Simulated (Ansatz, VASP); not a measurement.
Two plane-wave programs on Ti

```
Ti
1.0
     2.96751    0.00000    0.00000
    -1.48375    2.56994    0.00000
     0.00000    0.00000    4.69525
Ti
2
Direct
  0.33333 0.66667 0.25000
  0.66667 0.33333 0.75000
```

Alike in both runs: functional RPBE; k mesh 12 × 12 × 7; occupations fermi-dirac, width 0.05 eV; collinear spin.

Ansatz relaxed the structure, and its values are those at the end. VASP's run is a single point on that final structure, the one shown.

```csv
,VASP,Ansatz
version,VASP 6.6.1,Ansatz 0.2.0
potentials or method,"VASP PAW PBE potentials, release 64 (Ti_sv), cutoff 520 eV","plane waves (420 eV) with PAW, scalar-relativistic"
valence electrons in the cell,24,24
```

```tsv
	VASP	Ansatz	Ansatz less VASP
pressure (GPa)	-0.3	0.0	+0.25
net moment per atom (μB)	0.00	0.00	0.000
```

VASP's potentials were made for PBE, not for RPBE. Ansatz's warnings: seeded moment not kept.
